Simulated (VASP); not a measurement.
# BN (P1) in VASP: further runs

The runs below take BN through single point, relaxation of cell and atoms, with r2SCAN.

Everything below comes from runs of VASP 6.6.1. Logs are shortened: lines on timing, memory, paths and dates and some standing lists are left out, and cuts for length are marked.

### 1 The cell of the first run

The typed cell holds 4 atoms: a = 2.411 Å, b = 2.712 Å, c = 3.372 Å, α = 86.99°, β = 82.39°, γ = 75.07°.

### 2 Single point, r2SCAN (atoms moved at random and the cell strained at random)

Input file POSCAR:

```
BN
1.0
    0.1559435042     -1.4517328050     -1.9186746840
    0.0569005672      1.6691871454     -2.1361290244
    3.3635931380     -0.0990429370     -0.2128440714
B N
2 2
Direct
    0.5039779256      0.4966879581      0.5022392950
   -0.0027959503      0.0033566035      0.0073324684
   -0.0032345989      0.4926276732      0.2471091026
    0.5020526236      0.0073277652      0.7433191340
```

Input file INCAR.step1:

```
SYSTEM = BN
  PREC = Accurate
  ENCUT = 520
  ISMEAR = 0
  SIGMA = 0.05
  LREAL = .FALSE.
  LASPH = .TRUE.
  NELM = 100
  NBANDS = 16
  GGA = PE
  ALGO = Normal
  EDIFF = 1E-4
  LWAVE = .TRUE.
  LCHARG = .FALSE.
```

Input file INCAR.step2:

```
SYSTEM = BN
  PREC = Accurate
  ENCUT = 520
  EDIFF = 1E-6
  ISMEAR = 0
  SIGMA = 0.05
  LREAL = .FALSE.
  LASPH = .TRUE.
  NELM = 100
  ALGO = Normal
  ISIF = 2
  LWAVE = .FALSE.
  LCHARG = .TRUE.
  METAGGA = R2SCAN
  LMIXTAU = .TRUE.
  LELF = .TRUE.
  LVHAR = .TRUE.
  NBANDS = 16
  ISTART = 1
```

Input file KPOINTS:

```
Automatic mesh
0
G
  8 8 6
  0 0 0
```

Potentials or basis: VASP PAW PBE potentials, release 64 (B, N).

On the command line:

```console
$ cat potpaw_PBE.64/B/POTCAR potpaw_PBE.64/N/POTCAR > POTCAR
$ cp INCAR.step1 INCAR
$ mpirun -np 1 vasp_std > vasp.out
$ cp INCAR.step2 INCAR
$ mpirun -np 1 vasp_std > vasp.out
```

OUTCAR:

```text
SYSTEM = BN
   PREC = Accurate
   ENCUT = 520
   EDIFF = 1E-6
   ISMEAR = 0
   LREAL = .FALSE.
   LASPH = .TRUE.
   NELM = 100
   ISIF = 2
   METAGGA = R2SCAN
   ISTART = 1

 ion  position               nearest neighbor table
   1  0.504  0.497  0.502-   3 1.37   4 1.52   3 1.59   4 1.64
   2  0.997  0.003  0.007-   4 1.41   3 1.57   4 1.58   3 1.59
   3  0.997  0.493  0.247-   1 1.37   2 1.57   1 1.59   2 1.59
   4  0.502  0.007  0.743-   2 1.41   1 1.52   2 1.58   1 1.64

  Warning from LATTYP: Got some problem with cell dimensions!
  Tried to take original basis but could not verify dimensions!
  LATTYP: Found a triclinic cell.
 ALAT       =     2.4110493684
 B/A-ratio  =     1.6864876060
 C/A-ratio  =     1.9611493684
 COS(alpha) =     0.0009420683
 COS(beta)  =     0.4566175153
 COS(gamma) =     0.7647381061

  Lattice vectors:

 A1 = (   0.1559435042,  -1.4517328050,  -1.9186746840)
 A2 = (   0.2128440714,   0.2174543404,  -4.0548037084)
 A3 = (   3.4626360750,  -3.2199628874,   0.0046102690)

Analysis of symmetry for initial positions (statically):
=====================================================================
 Subroutine PRICEL returns:
 Original cell was already a primitive cell.

 Routine SETGRP: Setting up the symmetry group for a
 triclinic supercell.

 Subroutine GETGRP returns: Found  1 space group operations
 (whereof  1 operations were pure point group operations)
 out of a pool of  2 trial point group operations.

The static configuration has the point symmetry C_1 .

Analysis of symmetry for dynamics (positions and initial velocities):
=====================================================================
 Subroutine PRICEL returns:
 Original cell was already a primitive cell.

 Routine SETGRP: Setting up the symmetry group for a
 triclinic supercell.

 Subroutine GETGRP returns: Found  1 space group operations
 (whereof  1 operations were pure point group operations)
 out of a pool of  2 trial point group operations.

The dynamic configuration has the point symmetry C_1 .

 Subroutine INISYM returns: Found  1 space group operations
 (whereof  1 operations are pure point group operations),
 and found     1 'primitive' translations

----------------------------------------------------------------------------------------

                                     Primitive cell

  volume of cell :      21.1080

  direct lattice vectors                    reciprocal lattice vectors
     0.155943504 -1.451732805 -1.918674684    -0.026854552 -0.339822254 -0.266254974
     0.056900567  1.669187145 -2.136129024    -0.005635859  0.304171805 -0.230604524
     3.363593138 -0.099042937 -0.212844071     0.298641493  0.010609346  0.016245206

  length of vectors
     2.411049368  2.711543953  3.371775630     0.432541377  0.381746901  0.299271125

  position of ions in fractional coordinates (direct lattice)
     0.503977926  0.496687958  0.502239295
     0.997204050  0.003356604  0.007332468
     0.996765401  0.492627673  0.247109103
     0.502052624  0.007327765  0.743319134

  ion indices of the primitive-cell ions
   primitive index   ion index
                 1           1
                 2           2
                 3           3
                 4           4

----------------------------------------------------------------------------------------

 KPOINTS: Automatic mesh

Automatic generation of k-mesh.
 Grid dimensions read from file:
 generate k-points for:    8    8    6

 Generating k-lattice:

  Cartesian coordinates                     Fractional coordinates (reciprocal lattice)
    -0.003356819 -0.042477782 -0.033281872     0.125000000  0.000000000 -0.000000000
    -0.000704482  0.038021476 -0.028825566     0.000000000  0.125000000  0.000000000
     0.049773582  0.001768224  0.002707534     0.000000000  0.000000000  0.166666667

  Length of vectors
     0.054067672  0.047718363  0.049878521

  Shift w.r.t. Gamma in fractional coordinates (k-lattice)
     0.000000000  0.000000000  0.000000000

 Subroutine IBZKPT returns following result:
 ===========================================

 Found    196 irreducible k-points:

 Following reciprocal coordinates:
            Coordinates               Weight
  0.000000  0.000000  0.000000      1.000000
  0.125000  0.000000 -0.000000      2.000000
  0.250000  0.000000 -0.000000      2.000000
  0.375000  0.000000  0.000000      2.000000
  0.500000  0.000000 -0.000000      1.000000
 -0.000000  0.125000 -0.000000      2.000000
[... 16 lines left out ...]
  0.125000  0.375000 -0.000000      2.000000
  0.250000  0.375000 -0.000000      2.000000
 [... further k-points ...]
   k-points           NKPTS =    196   k-points in BZ     NKDIM =    196   number of bands    NBANDS=     16
   number of dos      NEDOS =    301   number of ions     NIONS =      4
   total plane-waves  NPLWV =  10080
   dimension x,y,z NGX =    18 NGY =   20 NGZ =   28
   dimension x,y,z NGXF=    36 NGYF=   40 NGZF=   56
   ions per type =               2   2
   NGX,Y,Z   is equivalent  to a cutoff of  12.41, 12.26, 13.81 a.u.
   NGXF,Y,Z  is equivalent  to a cutoff of  24.82, 24.52, 27.61 a.u.
 SYSTEM =  BN
   PREC   = accura    normal or accurate (medium, high low for compatibility)
   ISTART =      1    job   : 0-new  1-cont  2-samecut
   ICHARG =      0    charge: 1-file 2-atom 10-const
   ISPIN  =      1    spin polarized calculation?
   LNONCOLLINEAR =      F non collinear calculations
   LSORBIT =      F    spin-orbit coupling
   LASPH  =      T    aspherical Exc in radial PAW
   ENCUT  =  520.0 eV  38.22 Ry    6.18 a.u.   4.48  5.04  6.27*2*pi/ulx,y,z
   NELM   =    100;   NELMIN=  2; NELMDL=  0     # of ELM steps
   EDIFF  = 0.1E-05   stopping-criterion for ELM
   LREAL  =      F    real-space projection
   EDIFFG = 0.1E-04   stopping-criterion for IOM
   NSW    =      0    number of steps for IOM
   IBRION =     -1    ionic relax: 0-MD 1-quasi-New 2-CG
   NFREE  =      0    steps in history (QN), initial steepest desc. (CG)
   ISIF   =      2    stress and relaxation
   ISYM   =      2    0-nonsym 1-usesym 2-fastsym
   POTIM  = 0.5000    time-step for ionic-motion
   TEBEG  =    0.0;   TEEND  =   0.0 temperature during run
   PSTRESS=    0.0 pullay stress
   NELECT =      16.0000    total number of electrons
   NUPDOWN=      -1.0000    fix difference up-down
   EMIN   =  10.00;   EMAX   =-10.00  energy-range for DOS
   EFERMI =   0.00;   METHOD = LEGACY
   ISMEAR =     0;   SIGMA  =   0.05  broadening in eV -4-tet -1-fermi 0-gaus
   EFERMI_NEDOS =   21; number of points for ismear=-14 and -15
   IALGO  =     38    algorithm
   IMIX   =      4    mixing-type and parameters
     AMIX     =   0.40;   BMIX     =  1.00
     AMIX_MAG =   1.60;   BMIX_MAG =  1.00
  volume/ion in A,a.u.               =       5.28        35.61
  Fermi-wavevector in a.u.,A,eV,Ry     =   1.492678  2.820752 30.314954  2.228086
  Thomas-Fermi vector in A             =   2.605175
   LORBIT       =      0    0 simple, 1 ext, 2 COOP (PROOUT), +10 PAW based schemes
   METAGGA = R2SCAN    functional components
   LHFCALC =     F    Hartree Fock is set to
   AEXX    =    0.0000 exact exchange contribution
   IVDW    =     0    specifies the selected vdW correction
   LEPSILON=     F    determine dielectric tensor
   LRPA    =     F    only Hartree local field effects (RPA)
 non-spin polarized calculation
 Gauss-broadening in eV      SIGMA  =   0.05
  energy-cutoff  :      520.00
  volume of cell :       21.11
 maximum number of plane-waves:       580
 NGX is ok and might be reduce to    18
   NGX =  9   NGY = 11   NGZ = 13

 number of electron      16.0000001 magnetization

 Free energy of the ion-electron system (eV)
  ---------------------------------------------------
  ext. energy  EPLUGINS =         0.00000000
  ---------------------------------------------------
  free energy    TOTEN  =       -34.80741280 eV

  energy without entropy =      -34.80741280  energy(sigma->0) =      -34.80741280

 E-fermi :  10.1218     XC(G=0): -14.2856

 val. band max:        9.8943898930   @ k =   0.0000   0.0000   0.0000
 cond. band min:      11.5116884572   @ k =   0.5000   0.5000  -0.0000
 fundamental gap:      1.6172985641
 Fermi energy:        10.1218351437

 k-point     1 :       0.0000    0.0000    0.0000
  band No.  band energies     occupation
      1     -13.8861      2.00000
      2      -6.7586      2.00000
      3      -0.6562      2.00000
      4       1.7322      2.00000
      5       4.7684      2.00000
      6       6.7117      2.00000
[... 8 lines left out ...]
     15      25.1477      0.00000
     16      27.4430      0.00000

 k-point     2 :       0.1250    0.0000   -0.0000
  band No.  band energies     occupation
      1     -13.5590      2.00000
      2      -6.6572      2.00000
      3      -0.3845      2.00000
      4       1.9523      2.00000
      5       3.3149      2.00000
      6       6.0073      2.00000
[... 8 lines left out ...]
     15      25.5928      0.00000
     16      28.0018      0.00000

 k-point     3 :       0.2500    0.0000   -0.0000
  band No.  band energies     occupation
      1     -12.5933      2.00000
      2      -6.5769      2.00000
      3       0.3338      2.00000
      4       0.8457      2.00000
      5       2.6797      2.00000
      6       4.1506      2.00000
[... 8 lines left out ...]
     15      26.7487      0.00000
     16      28.0618      0.00000

 k-point     4 :       0.3750    0.0000    0.0000
  band No.  band energies     occupation
      1     -11.0509      2.00000
      2      -7.3059      2.00000
      3      -0.5233      2.00000
      4       1.6419      2.00000
      5       1.9665      2.00000
      6       3.8716      2.00000
[... 8 lines left out ...]
     15      27.0895      0.00000
     16      29.9671      0.00000
[... 324 lines left out ...]
 k-point    22 :      -0.0000    0.3750   -0.0000
  band No.  band energies     occupation
      1     -11.7005      2.00000
      2      -8.5045      2.00000
      3      -0.3587      2.00000
      4       1.2864      2.00000
      5       2.5426      2.00000
      6       4.5386      2.00000
[... 8 lines left out ...]
     15      26.5802      0.00000
     16      28.1323      0.00000

 k-point    23 :       0.1250    0.3750   -0.0000
  band No.  band energies     occupation
      1     -11.8348      2.00000
      2      -7.7808      2.00000
      3      -0.2602      2.00000
      4       1.0580      2.00000
      5       2.1539      2.00000
      6       5.3785      2.00000
[... 8 lines left out ...]
     15      25.2607      0.00000
     16      27.1866      0.00000

 k-point    24 :       0.2500    0.3750   -0.0000
  band No.  band energies     occupation
      1     -11.3828      2.00000
      2      -6.7715      2.00000
      3       0.0868      2.00000
      4       0.5134      2.00000
      5       1.4749      2.00000
      6       3.3644      2.00000
[... 8 lines left out ...]
     15      26.0227      0.00000
     16      26.7635      0.00000

 [... further k-points ...]
[... 5 lines left out ...]
  --------------------------------------------------------------------------------------
  -------------------------------------------------------------------------------------
  Total       16.2367631     18.1345478     -7.9499016      6.5485284      8.4793742      7.1470598
  in kB     1232.4337024   1376.4829739   -603.4285626    497.0588678    643.6176034    542.4897396
  external PRESSURE =     668.4960379 kB  Pullay stress =       0.0000000 kB

 VOLUME and BASIS-vectors are now :
 -----------------------------------------------------------------------------
  energy-cutoff  :      520.00
  volume of cell :       21.11
      direct lattice vectors                 reciprocal lattice vectors
     0.155943504 -1.451732805 -1.918674684    -0.026854552 -0.339822254 -0.266254974
     0.056900567  1.669187145 -2.136129024    -0.005635859  0.304171805 -0.230604524
     3.363593138 -0.099042937 -0.212844071     0.298641493  0.010609346  0.016245206

 POSITION                                       TOTAL-FORCE (eV/Angst)
 -----------------------------------------------------------------------------------
      1.79618      0.04768     -2.13486         0.980134      1.760746      1.747042
      0.18036     -1.44280     -1.92204        -0.426791      0.434837      1.075385
      1.01464     -0.64922     -3.01738        -1.021367     -1.006188     -2.215051
      2.57893     -0.79024     -1.13714         0.468024     -1.189395     -0.607376
 -----------------------------------------------------------------------------------
    total drift:                               -0.000227     -0.000090     -0.000044

  FREE ENERGIE OF THE ION-ELECTRON SYSTEM (eV)
  ---------------------------------------------------
  free  energy   TOTEN  =       -34.8074127991 eV

  energy  without entropy=      -34.8074127991  energy(sigma->0) =      -34.80741280
```

Run time: 2 min. Hardware: 1 thread of Intel Xeon Platinum 8488C (Sapphire Rapids), shared host; peak memory 0.17 GiB.

Results:

```yaml
Free_energy: -34.8074 eV
Pressure: 66.8 GPa
Largest_force: 2.667 eV/Å
Band_gap_on_the_k_mesh: 1.62 eV
```

Forces on the atoms (eV/Å):
```
B    0.980  1.761  1.747
B   -0.427  0.435  1.075
N   -1.021 -1.006 -2.215
N    0.468 -1.189 -0.607
```

Levels at points of the mesh, in eV from the valence-band top:
| k point | band 6 | band 7 | band 8 | band 9 | band 10 | band 11 |
| --- | --- | --- | --- | --- | --- | --- |
| (0.00, 0.00, 0.00) | -3.18 | -0.25 | 0.00 | 2.73 | 7.30 | 7.96 |
| (0.50, 0.00, 0.00) | -6.60 | -4.51 | -4.19 | 5.74 | 6.59 | 10.20 |
| (0.00, 0.50, 0.00) | -6.96 | -3.56 | -3.19 | 8.15 | 8.76 | 12.03 |
| (0.50, 0.50, 0.00) | -6.72 | -4.98 | -2.92 | 1.62 | 7.18 | 7.98 |
| (0.00, 0.00, 0.50) | -4.65 | -3.34 | -3.20 | 6.08 | 6.14 | 9.03 |
| (0.50, 0.00, 0.50) | -5.50 | -2.18 | -0.27 | 3.35 | 5.68 | 10.60 |
| (0.00, 0.50, 0.50) | -4.12 | -1.01 | -0.25 | 5.78 | 9.91 | 11.19 |
| (0.50, 0.50, 0.50) | -7.73 | -6.88 | -6.63 | 8.39 | 8.74 | 13.43 |

Caveat: the cell differs from its parent crystal (atoms moved at random and the cell strained at random); the PAW data sets were made with another functional, which shifts forces and pressure a little. A k mesh can miss the band edges.

### 3 Relaxation of cell and atoms, r2SCAN

POSCAR is that of step 2.

Input file INCAR.step1:

```
SYSTEM = BN
ALGO     = Normal         ! electronic algorithm
EDIFF    = 1E-4           ! SCF threshold, eV
ENCUT    = 600            ! plane-wave cutoff, eV
GGA      = PE             ! functional
ISMEAR   = 0              ! smearing method
LASPH    = .True.         ! aspherical terms in the spheres
LCHARG   = .False.        ! write CHGCAR
LREAL    = .False.        ! projectors in reciprocal space
LWAVE    = .True.         ! write WAVECAR
NELM     = 100            ! most SCF steps
PREC     = Accurate       ! precision mode
SIGMA    = 0.05           ! smearing width, eV
```

Input file INCAR.step2:

```
SYSTEM = BN
ALGO     = Normal         ! electronic algorithm
EDIFF    = 1E-7           ! SCF threshold, eV
EDIFFG   = -0.01          ! ionic threshold
ENCUT    = 600            ! plane-wave cutoff, eV
IBRION   = 2              ! ionic algorithm
ISIF     = 3              ! what is computed and relaxed
ISMEAR   = 0              ! smearing method
ISTART   = 1            
LASPH    = .True.         ! aspherical terms in the spheres
LCHARG   = .False.        ! write CHGCAR
LMIXTAU  = .True.       
LREAL    = .False.        ! projectors in reciprocal space
LWAVE    = .False.        ! write WAVECAR
METAGGA  = R2SCAN         ! meta-GGA
NELM     = 100            ! most SCF steps
NSW      = 100            ! ionic steps
PREC     = Accurate       ! precision mode
SIGMA    = 0.05           ! smearing width, eV
```

Input file KPOINTS:

```
k-points
0
Gamma
  8 8 6
  0 0 0
```

Potentials or basis: VASP PAW PBE potentials, release 64 (B, N).

On the command line:

```console
$ cat potpaw_PBE.64/B/POTCAR potpaw_PBE.64/N/POTCAR > POTCAR
$ cp INCAR.step1 INCAR
$ mpirun -np 1 vasp_std > vasp.out
$ cp INCAR.step2 INCAR
$ mpirun -np 1 vasp_std > vasp.out
```

Run time: 19 min. Hardware: 1 thread of Intel Xeon Platinum 8488C (Sapphire Rapids), shared host; peak memory 0.19 GiB.

The run converged. Its results:

- Free energy: -38.3339 eV
- Relaxed volume: 5.89 Å³/atom
- Relaxed cell: a = 2.553 Å, b = 2.554 Å, c = 3.612 Å, α = 90.02°, β = 89.95°, γ = 89.89°
- Space group after relaxing (to 0.05 Å): F-43m (No. 216)
- Energy gained by relaxing: 880.2 meV/atom
- Ionic steps: 12
- Pressure after relaxing: 0.0 GPa
- Largest force after relaxing: 0.010 eV/Å
- Band gap on the k mesh: 4.95 eV

Forces in eV/Å, atoms in the order of the input:
```
B    0.009  0.000 -0.003
B   -0.005  0.000 -0.003
N   -0.007  0.001  0.004
N    0.003 -0.001  0.001
```

Stress tensor (GPa, compression positive):
```
 0.09 -0.02 -0.02
-0.02  0.04 -0.02
-0.02 -0.02 -0.01
```

The path:
| step | energy change (eV) | largest force (eV/Å) | pressure (GPa) | volume (Å³) |
| --- | --- | --- | --- | --- |
| 1 | 0.0000 | 2.6633 | 66.99 | 21.11 |
| 2 | -2.2427 | 2.4184 | -31.75 | 27.29 |
| 3 | -2.8833 | 2.6885 | -14.85 | 24.77 |
| 4 | -3.2620 | 1.3582 | -1.55 | 23.66 |
| 5 | -3.4258 | 0.7226 | -7.17 | 24.06 |
| 6 | -3.4943 | 0.7333 | 6.84 | 23.18 |
| 7 | -3.5142 | 0.3314 | 1.73 | 23.45 |
| 8 | -3.5192 | 0.2082 | -0.62 | 23.59 |
| 9 | -3.5205 | 0.0674 | 0.09 | 23.55 |
| 10 | -3.5208 | 0.0191 | -0.14 | 23.56 |
| 11 | -3.5208 | 0.0148 | -0.11 | 23.56 |
| 12 | -3.5208 | 0.0098 | 0.04 | 23.55 |

Final structure:
```
B N
1.0
     0.00477   -1.80674   -1.80319
    -0.00118    1.80108   -1.81141
     3.61202    0.00285    0.00209
B N
2 2
Direct
  0.50001 0.50000 0.49995
  0.99999 0.00000 0.00002
  0.00002 0.50001 0.25004
  0.49998 0.00000 0.74999
```

Levels at points of the mesh, in eV from the valence-band top:
```
           k point  band 4  band 5  band 6  band 7  band 8  band 9  band 10  band 11  band 12
(0.00, 0.00, 0.00)   -5.13   -5.12   -0.02   -0.01    0.00    4.97     9.51     9.53     9.55
(0.50, 0.00, 0.00)   -7.93   -5.85   -5.85   -2.19   -2.19   10.44    10.44    13.05    13.06
(0.00, 0.50, 0.00)   -7.93   -5.85   -5.85   -2.19   -2.18   10.45    10.45    13.07    13.08
(0.50, 0.50, 0.00)   -9.34   -5.14   -5.13   -5.12   -5.10    4.95     4.98     9.80     9.84
(0.00, 0.00, 0.50)   -4.22   -3.15   -3.15   -3.14   -3.13    7.42     7.42    12.28    12.28
(0.50, 0.00, 0.50)  -11.12   -2.05   -2.04   -2.03   -2.02   10.79    10.82    11.46    11.46
(0.00, 0.50, 0.50)  -11.12   -2.05   -2.04   -2.02   -2.01   10.81    10.82    11.46    11.46
(0.50, 0.50, 0.50)   -7.99   -7.25   -7.25   -6.72   -6.72   10.33    10.33    14.27    14.27
```

Caveat: the cell differs from its parent crystal (all atoms moved at random, sigma 0.02 Å a component, cell strained at random, sigma 0.1); the PAW data sets were made with another functional, which shifts forces and pressure a little. A k mesh can miss the band edges.
